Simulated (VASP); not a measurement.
Write the native input for VASP 6.6.1 that does the following.

- Task: relaxation of cell and atoms
- Functional: PBE
- Potentials or basis: VASP PAW PBE potentials, release 64 (Sn_d, Pt, Se)
- Cutoff: 600 eV
- k mesh: 6 × 6 × 10
- Occupations: gaussian, width 0.1 eV
- Spin: no spin polarisation
- Dipole correction: no
- Further INCAR settings: ALGO = Normal; EDIFF = 1e-06; IBRION = 2; EDIFFG = -0.01; NSW = 100; ISIF = 3

The structure of SnPt2Se3 lies in POSCAR:

```
SnPt2Se3
1.0
    6.6521197840      0.0000000000      0.0000000000
   -3.3260598920      5.7609047220      0.0000000000
    0.0000000000      0.0000000000      3.5652888315
Sn Pt Se
1 2 3
Direct
    0.0000000000      0.0000000000      0.0000000000
    0.3333333333      0.6666666667      0.0000000000
    0.6666666667      0.3333333333      0.0000000000
    0.5000000000      0.0000000000      0.5000000000
    0.5000000000      0.5000000000      0.5000000000
    0.0000000000      0.5000000000      0.5000000000
```

The cell was built from a structure type or drawn by symmetry, and may not be a known phase.

The input as run:

INCAR

```
SYSTEM = SnPt2Se3
PREC = Accurate ; ENCUT = 600
EDIFF = 1E-6 ; ISMEAR = 0
SIGMA = 0.1 ; LREAL = .False.
LASPH = .True. ; NELM = 80
ALGO = Normal ; ISIF = 3
LWAVE = .False. ; LCHARG = .False.
GGA = PE ; IBRION = 2
NSW = 100 ; EDIFFG = -0.01
```

KPOINTS

```
Automatic mesh
0
Gamma
  6 6 10
  0 0 0
```

Potentials or basis: VASP PAW PBE potentials, release 64 (Sn_d, Pt, Se).

The run is started by

```console
$ cat potpaw_PBE.64/Sn_d/POTCAR potpaw_PBE.64/Pt/POTCAR potpaw_PBE.64/Se/POTCAR > POTCAR
$ mpirun -np 1 vasp_std > vasp.out
```

Results of the run:

* Relaxed volume: 22.55 Å³/atom
* Relaxed cell: a = 6.570 Å, b = 6.570 Å, c = 3.620 Å, α = 90.00°, β = 90.00°, γ = 120.00°
* Space group after relaxing (to 0.1 Å): P6/mmm (No. 191)
* Energy gained by relaxing: 1.5 meV/atom
* Ionic steps: 6
* Pressure after relaxing: 0.0 GPa
* Band gap on the k mesh: zero (bands 26 and 27 overlap by 1.72 eV)

Caveat: spin-orbit coupling is left out, which moves the levels of the heavy elements.

Wall time 18 min on 1 thread of AMD EPYC 7R43 64-Core Processor (Zen 3) (shared host), peak memory 0.4 GiB.
